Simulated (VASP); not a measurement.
# Tl (Fd-3m) in VASP: further runs

The runs below take Tl through single point, with RPBE.

All numbers are computed with VASP 6.6.1; they aren't measurements. Logs are shortened: lines on timing, memory, paths and dates and some standing lists are left out, and cuts for length are marked.

## (1) The cell of the first run

It takes space group Fd-3m (No. 227, cubic). The conventional cell has a = 7.523 Å, b = 7.523 Å, c = 7.523 Å, α = 90.00°, β = 90.00°, γ = 90.00°. Tl (site symmetry -43m) has 4 Tl at 3.26 Å within 4.3 Å.

This isn't the form of Tl at room conditions, which is hcp.

## (2) Single point, RPBE (53.21 Å³/atom)

The input, INCAR:

```
ALGO = Normal
EDIFF = 1E-7
ENCUT = 520
GGA = RP
ISIF = 2
ISMEAR = -1
LASPH = True
LCHARG = True
LELF = True
LREAL = False
LVHAR = True
LWAVE = False
NBANDS = 20
NELM = 80
PREC = Accurate
SIGMA = 0.1
```

The input, KPOINTS:

```
k-points
0
Gamma
  9 9 9
```

The input, POSCAR:

```
Tl
1.0
    0.0000000000      3.7613002042      3.7613002042
    3.7613002042      0.0000000000      3.7613002042
    3.7613002042      3.7613002042      0.0000000000
Tl
2
Direct
    0.1250000000      0.1250000000      0.1250000000
    0.8750000000      0.8750000000      0.8750000000
```

Potentials or basis: VASP PAW PBE potentials, release 64 (Tl_d).

Run with:

```sh
$ cat potpaw_PBE.64/Tl_d/POTCAR > POTCAR
$ mpirun -np 1 vasp_std > vasp.out
```

OUTCAR:

```text
EDIFF = 1E-7
   ENCUT = 520
   GGA = RP
   ISIF = 2
   ISMEAR = -1
   LASPH = True
   LREAL = False
   NELM = 80
   PREC = Accurate

 ion  position               nearest neighbor table
   1  0.125  0.125  0.125-   2 3.26   2 3.26   2 3.26   2 3.26
   2  0.875  0.875  0.875-   1 3.26   1 3.26   1 3.26   1 3.26

  LATTYP: Found a face centered cubic cell.
 ALAT       =     7.5226004084

  Lattice vectors:

 A1 = (   0.0000000000,   3.7613002042,   3.7613002042)
 A2 = (   3.7613002042,   0.0000000000,   3.7613002042)
 A3 = (   3.7613002042,   3.7613002042,   0.0000000000)

Analysis of symmetry for initial positions (statically):
=====================================================================
 Subroutine PRICEL returns:
 Original cell was already a primitive cell.

 Routine SETGRP: Setting up the symmetry group for a
 face centered cubic supercell.

 Subroutine GETGRP returns: Found 48 space group operations
 (whereof 12 operations were pure point group operations)
 out of a pool of 48 trial point group operations.

The static configuration has the point symmetry D_3d.
 The point group associated with its full space group is O_h .

Analysis of symmetry for dynamics (positions and initial velocities):
=====================================================================
 Subroutine PRICEL returns:
 Original cell was already a primitive cell.

 Routine SETGRP: Setting up the symmetry group for a
 face centered cubic supercell.

 Subroutine GETGRP returns: Found 48 space group operations
 (whereof 12 operations were pure point group operations)
 out of a pool of 48 trial point group operations.

The dynamic configuration has the point symmetry D_3d.
 The point group associated with its full space group is O_h .

 Subroutine INISYM returns: Found 48 space group operations
 (whereof 12 operations are pure point group operations),
 and found     1 'primitive' translations

----------------------------------------------------------------------------------------

                                     Primitive cell

  volume of cell :     106.4251

  direct lattice vectors                    reciprocal lattice vectors
[... 78 lines left out ...]
   PREC   = accura    normal or accurate (medium, high low for compatibility)
   ISTART =      0    job   : 0-new  1-cont  2-samecut
   ICHARG =      2    charge: 1-file 2-atom 10-const
   ISPIN  =      1    spin polarized calculation?
   LNONCOLLINEAR =      F non collinear calculations
   LSORBIT =      F    spin-orbit coupling
   LASPH  =      T    aspherical Exc in radial PAW
   ENCUT  =  520.0 eV  38.22 Ry    6.18 a.u.   9.89  9.89  9.89*2*pi/ulx,y,z
   NELM   =     80;   NELMIN=  2; NELMDL= -5     # of ELM steps
   EDIFF  = 0.1E-06   stopping-criterion for ELM
   LREAL  =      F    real-space projection
   EDIFFG = 0.1E-05   stopping-criterion for IOM
   NSW    =      0    number of steps for IOM
   IBRION =     -1    ionic relax: 0-MD 1-quasi-New 2-CG
   NFREE  =      0    steps in history (QN), initial steepest desc. (CG)
   ISIF   =      2    stress and relaxation
   ISYM   =      2    0-nonsym 1-usesym 2-fastsym
   POTIM  = 0.5000    time-step for ionic-motion
   TEBEG  =    0.0;   TEEND  =   0.0 temperature during run
   PSTRESS=    0.0 pullay stress
   NELECT =      26.0000    total number of electrons
   NUPDOWN=      -1.0000    fix difference up-down
   EMIN   =  10.00;   EMAX   =-10.00  energy-range for DOS
   EFERMI =   0.00;   METHOD = LEGACY
   ISMEAR =    -1;   SIGMA  =   0.10  broadening in eV -4-tet -1-fermi 0-gaus
   EFERMI_NEDOS =   21; number of points for ismear=-14 and -15
   IALGO  =     38    algorithm
   IMIX   =      4    mixing-type and parameters
     AMIX     =   0.40;   BMIX     =  1.00
     AMIX_MAG =   1.60;   BMIX_MAG =  1.00
  volume/ion in A,a.u.               =      53.21       359.10
  Fermi-wavevector in a.u.,A,eV,Ry     =   1.023414  1.933972 14.250414  1.047376
  Thomas-Fermi vector in A             =   2.157146
   LORBIT       =      0    0 simple, 1 ext, 2 COOP (PROOUT), +10 PAW based schemes
   GGA     = RP    functional components
   LHFCALC =     F    Hartree Fock is set to
   AEXX    =    0.0000 exact exchange contribution
   IVDW    =     0    specifies the selected vdW correction
   LEPSILON=     F    determine dielectric tensor
   LRPA    =     F    only Hartree local field effects (RPA)
 non-spin polarized calculation
  energy-cutoff  :      520.00
  volume of cell :      106.43
 maximum number of plane-waves:      2880
   NGX = 19   NGY = 19   NGZ = 19

 number of electron      26.0000008 magnetization

 Free energy of the ion-electron system (eV)
  ---------------------------------------------------
  ext. energy  EPLUGINS =         0.00000000
  ---------------------------------------------------
  free energy    TOTEN  =        -3.05020231 eV

  energy without entropy =       -2.97807424  energy(sigma->0) =       -3.01413827

 E-fermi :   2.0119     XC(G=0):  -6.9712

 val. band max:        1.9697609359   @ k =  -0.4444   0.3333   0.1111
 cond. band min:       2.0264519149   @ k =  -0.4444   0.3333   0.0000
 fundamental gap:      0.0566909790
 Fermi energy:         2.0119253293

 k-point     1 :       0.0000    0.0000    0.0000
  band No.  band energies     occupation
      1      -9.8301      2.00000
      2      -9.8301      2.00000
      3      -9.8301      2.00000
      4      -9.7796      2.00000
      5      -9.7796      2.00000
      6      -9.4442      2.00000
[... 541 lines left out ...]
     19       9.2698      0.00000
     20      10.4751      0.00000

 [... further k-points ...]

------------------------ aborting loop because EDIFF is reached ----------------------------------------

  FORCE on cell =-STRESS in cart. coord.  units (eV):
  Direction    XX          YY          ZZ          XY          YZ          ZX
  --------------------------------------------------------------------------------------
  -------------------------------------------------------------------------------------
  Total       -0.4196565     -0.4196565     -0.4196565     -0.0000000      0.0000000     -0.0000000
  in kB       -6.3177229     -6.3177229     -6.3177229     -0.0000000      0.0000000     -0.0000000
  external PRESSURE =      -6.3177229 kB  Pullay stress =       0.0000000 kB

 VOLUME and BASIS-vectors are now :
 -----------------------------------------------------------------------------
  energy-cutoff  :      520.00
  volume of cell :      106.43
      direct lattice vectors                 reciprocal lattice vectors
     0.000000000  3.761300204  3.761300204    -0.132932755  0.132932755  0.132932755
     3.761300204  0.000000000  3.761300204     0.132932755 -0.132932755  0.132932755
     3.761300204  3.761300204  0.000000000     0.132932755  0.132932755 -0.132932755

 POSITION                                       TOTAL-FORCE (eV/Angst)
 -----------------------------------------------------------------------------------
      0.94033      0.94033      0.94033        -0.000000     -0.000000     -0.000000
      6.58228      6.58228      6.58228         0.000000      0.000000      0.000000
 -----------------------------------------------------------------------------------
    total drift:                                0.000000      0.000000     -0.000000

  FREE ENERGIE OF THE ION-ELECTRON SYSTEM (eV)
  ---------------------------------------------------
  free  energy   TOTEN  =        -3.0502023103 eV

  energy  without entropy=       -2.9780742356  energy(sigma->0) =       -3.01413827
```

It took 37 s on 1 thread of AMD EPYC 9R45 (Zen 5), shared host; peak memory 0.23 GiB.

What came out:

```
Free energy            : -3.0502 eV
Pressure               : -0.6 GPa
Band gap on the k mesh : zero (bands 13 and 14 overlap by 2.13 eV)
```

Caveat: the PAW data sets were made with another functional, which shifts forces and pressure a little; spin-orbit coupling is left out, which moves the levels of the heavy elements.

## (3) Single point, RPBE (55.18 Å³/atom)

This run uses another cell than the first one, of 55.18 Å³/atom.

The input, INCAR:

```
PREC     = Accurate       # precision mode
ENCUT    = 520            # plane-wave cutoff, eV
EDIFF    = 1E-6           # SCF threshold, eV
ISMEAR   = -1             # smearing method
SIGMA    = 0.1            # smearing width, eV
LREAL    = F              # projectors in reciprocal space
LASPH    = T              # aspherical terms in the spheres
NELM     = 100            # most SCF steps
ALGO     = Normal         # electronic algorithm
ISIF     = 2              # what is computed and relaxed
LWAVE    = F              # write WAVECAR
LCHARG   = T              # write CHGCAR
GGA      = RP             # functional
LELF     = T              # ELF
LVHAR    = T            
NBANDS   = 20             # bands
```

The input, KPOINTS:

```
regular mesh
0
Gamma
  9 9 9
```

The input, POSCAR:

```
Tl
1.0
    0.0000000000      3.8071742400      3.8071742400
    3.8071742400      0.0000000000      3.8071742400
    3.8071742400      3.8071742400      0.0000000000
Tl
2
Direct
    0.1250000000      0.1250000000      0.1250000000
    0.8750000000      0.8750000000      0.8750000000
```

Potentials or basis: VASP PAW PBE potentials, release 64 (Tl_d).

Run with:

```sh
$ cat potpaw_PBE.64/Tl_d/POTCAR > POTCAR
$ mpirun -np 1 vasp_std > vasp.out
```

OUTCAR:

```text
PREC = Accurate
   ENCUT = 520
   EDIFF = 1E-6
   ISMEAR = -1
   LREAL = F
   LASPH = T
   NELM = 100
   ISIF = 2
   GGA = RP

 ion  position               nearest neighbor table
   1  0.125  0.125  0.125-   2 3.30   2 3.30   2 3.30   2 3.30
   2  0.875  0.875  0.875-   1 3.30   1 3.30   1 3.30   1 3.30

  LATTYP: Found a face centered cubic cell.
 ALAT       =     7.6143484800

  Lattice vectors:

 A1 = (   0.0000000000,   3.8071742400,   3.8071742400)
 A2 = (   3.8071742400,   0.0000000000,   3.8071742400)
 A3 = (   3.8071742400,   3.8071742400,   0.0000000000)

Analysis of symmetry for initial positions (statically):
=====================================================================
 Subroutine PRICEL returns:
 Original cell was already a primitive cell.

 Routine SETGRP: Setting up the symmetry group for a
 face centered cubic supercell.

 Subroutine GETGRP returns: Found 48 space group operations
 (whereof 12 operations were pure point group operations)
 out of a pool of 48 trial point group operations.

The static configuration has the point symmetry D_3d.
 The point group associated with its full space group is O_h .

Analysis of symmetry for dynamics (positions and initial velocities):
=====================================================================
 Subroutine PRICEL returns:
 Original cell was already a primitive cell.

 Routine SETGRP: Setting up the symmetry group for a
 face centered cubic supercell.

 Subroutine GETGRP returns: Found 48 space group operations
 (whereof 12 operations were pure point group operations)
 out of a pool of 48 trial point group operations.

The dynamic configuration has the point symmetry D_3d.
 The point group associated with its full space group is O_h .

 Subroutine INISYM returns: Found 48 space group operations
 (whereof 12 operations are pure point group operations),
[... 108 lines left out ...]
   NUPDOWN=      -1.0000    fix difference up-down
   EMIN   =  10.00;   EMAX   =-10.00  energy-range for DOS
   EFERMI =   0.00;   METHOD = LEGACY
   ISMEAR =    -1;   SIGMA  =   0.10  broadening in eV -4-tet -1-fermi 0-gaus
   EFERMI_NEDOS =   21; number of points for ismear=-14 and -15
   IALGO  =     38    algorithm
   IMIX   =      4    mixing-type and parameters
     AMIX     =   0.40;   BMIX     =  1.00
     AMIX_MAG =   1.60;   BMIX_MAG =  1.00
  volume/ion in A,a.u.               =      55.18       372.40
  Fermi-wavevector in a.u.,A,eV,Ry     =   1.011082  1.910669 13.909066  1.022288
  Thomas-Fermi vector in A             =   2.144110
   LORBIT       =      0    0 simple, 1 ext, 2 COOP (PROOUT), +10 PAW based schemes
   GGA     = RP    functional components
   LHFCALC =     F    Hartree Fock is set to
   AEXX    =    0.0000 exact exchange contribution
   IVDW    =     0    specifies the selected vdW correction
   LEPSILON=     F    determine dielectric tensor
   LRPA    =     F    only Hartree local field effects (RPA)
 non-spin polarized calculation
  energy-cutoff  :      520.00
  volume of cell :      110.37
 maximum number of plane-waves:      2987
   NGX = 21   NGY = 21   NGZ = 21

 number of electron      25.9999999 magnetization

 Free energy of the ion-electron system (eV)
  ---------------------------------------------------
  ext. energy  EPLUGINS =         0.00000000
  ---------------------------------------------------
  free energy    TOTEN  =        -3.03305452 eV

  energy without entropy =       -2.95820897  energy(sigma->0) =       -2.99563174

 E-fermi :   1.8408     XC(G=0):  -6.8320

 val. band max:        1.8038118326   @ k =  -0.4444   0.3333   0.1111
 cond. band min:       1.8565316532   @ k =  -0.4444   0.3333   0.0000
 fundamental gap:      0.0527198206
 Fermi energy:         1.8408299771

 k-point     1 :       0.0000    0.0000    0.0000
  band No.  band energies     occupation
      1     -10.0004      2.00000
      2     -10.0004      2.00000
      3     -10.0004      2.00000
      4      -9.9533      2.00000
      5      -9.9533      2.00000
      6      -9.6464      2.00000
[... 541 lines left out ...]
     19       8.8756      0.00000
     20      10.0481      0.00000

 [... further k-points ...]

------------------------ aborting loop because EDIFF is reached ----------------------------------------

  FORCE on cell =-STRESS in cart. coord.  units (eV):
  Direction    XX          YY          ZZ          XY          YZ          ZX
  --------------------------------------------------------------------------------------
  -------------------------------------------------------------------------------------
  Total       -0.5843549     -0.5843549     -0.5843549      0.0000000      0.0000000      0.0000000
  in kB       -8.4829912     -8.4829912     -8.4829912      0.0000000      0.0000000      0.0000000
  external PRESSURE =      -8.4829912 kB  Pullay stress =       0.0000000 kB

 VOLUME and BASIS-vectors are now :
 -----------------------------------------------------------------------------
  energy-cutoff  :      520.00
  volume of cell :      110.37
      direct lattice vectors                 reciprocal lattice vectors
     0.000000000  3.807174240  3.807174240    -0.131331000  0.131331000  0.131331000
     3.807174240  0.000000000  3.807174240     0.131331000 -0.131331000  0.131331000
     3.807174240  3.807174240  0.000000000     0.131331000  0.131331000 -0.131331000

 POSITION                                       TOTAL-FORCE (eV/Angst)
 -----------------------------------------------------------------------------------
      0.95179      0.95179      0.95179        -0.000000      0.000000     -0.000000
      6.66255      6.66255      6.66255         0.000000     -0.000000      0.000000
 -----------------------------------------------------------------------------------
    total drift:                                0.000000      0.000000     -0.000000

  FREE ENERGIE OF THE ION-ELECTRON SYSTEM (eV)
  ---------------------------------------------------
  free  energy   TOTEN  =        -3.0330545198 eV

  energy  without entropy=       -2.9582089697  energy(sigma->0) =       -2.99563174
```

stdout:

```text
POSCAR found type information on POSCAR Tl
 POSCAR found :  1 types and       2 ions
 scaLAPACK will be used
 -----------------------------------------------------------------------------
|                                                                             |
|                                                                             |
|     You enforced a specific xc type in the INCAR file but a different       |
|     I HOPE YOU KNOW WHAT YOU ARE DOING!                                     |
|                                                                             |
 -----------------------------------------------------------------------------

 LDA part: xc-table for (Slater+PW92), standard interpolation
 POSCAR, INCAR and KPOINTS ok, starting setup
 FFT: planning ... GRIDC
 FFT: planning ... GRID_SOFT
 FFT: planning ... GRID
 WAVECAR not read
 entering main loop
```

Wall time 35 s (1 thread of AMD EPYC 9R45 (Zen 5), shared host); peak memory 0.23 GiB.

Results:

- Free energy: -3.0331 eV
- Pressure: -0.8 GPa
- Band gap on the k mesh: zero (bands 13 and 14 overlap by 2.03 eV)

Caveat: the PAW data sets were made with another functional, which shifts forces and pressure a little; spin-orbit coupling is left out, which moves the levels of the heavy elements.

## (4) Single point, RPBE

This run uses another cell than the first one, of 49.27 Å³/atom.

The input, INCAR:

```
PREC = Accurate
ENCUT = 520
EDIFF = 1E-6
ISMEAR = -1
SIGMA = 0.1
LREAL = False
LASPH = True
NELM = 60
ALGO = Normal
ISIF = 2
LWAVE = False
LCHARG = False
GGA = RP
NBANDS = 20
```

The input, KPOINTS:

```
regular mesh
0
Gamma
  12 12 12
```

The input, POSCAR:

```
Tl
1.0
    0.0000000000      3.6660361720      3.6660361720
    3.6660361720      0.0000000000      3.6660361720
    3.6660361720      3.6660361720      0.0000000000
Tl
2
Direct
    0.1250000000      0.1250000000      0.1250000000
    0.8750000000      0.8750000000      0.8750000000
```

Run with:

```sh
$ cat potpaw_PBE.64/Tl_d/POTCAR > POTCAR
$ mpirun -np 1 vasp_std > vasp.out
```

Wall time 63 s (1 thread of AMD EPYC 9R45 (Zen 5), shared host); peak memory 0.27 GiB.

The run converged. Its results:

```
Free energy            : -3.0645 eV
Pressure               : 0.0 GPa
Band gap on the k mesh : zero (bands 13 and 14 overlap by 2.62 eV)
```

Levels at points of the mesh, in eV from the Fermi level:
```csv
k point,band 10,band 11,band 12,band 13,band 14,band 15,band 16,band 17
"(0.00, 0.00, 0.00)",-11.36,-8.29,-2.11,1.90,1.90,1.90,3.56,3.56
"(0.50, 0.00, 0.00)",-11.31,-7.07,-4.79,0.45,0.86,0.86,4.51,4.51
"(0.50, 0.50, 0.00)",-11.28,-5.95,-5.95,-0.26,-0.26,2.03,2.03,7.76
```

Caveat: the PAW data sets were made with another functional, which shifts forces and pressure a little; spin-orbit coupling is left out, which moves the levels of the heavy elements.

## (5) Overview

```tsv
cell	k mesh	gap on the mesh (eV)	pressure (GPa)
a = 5.319 Å, angles 60.0°, 2 atoms	9 × 9 × 9	none	-0.6
a = 5.384 Å, angles 60.0°, 2 atoms	9 × 9 × 9	none	-0.8
a = 5.185 Å, angles 60.0°, 2 atoms	12 × 12 × 12	none	0.0
```

Alike in all rows: task single point; level RPBE; potentials or basis VASP PAW PBE potentials, release 64 (Tl_d); no spin polarisation; cutoff (eV) 520; smearing fermi-dirac 0.1 eV.

Caveats: the PAW data sets were made with another functional, which shifts forces and pressure a little; spin-orbit coupling is left out, which moves the levels of the heavy elements.

Total energies depend on the potentials used, so only differences within one code and one set of settings carry meaning.
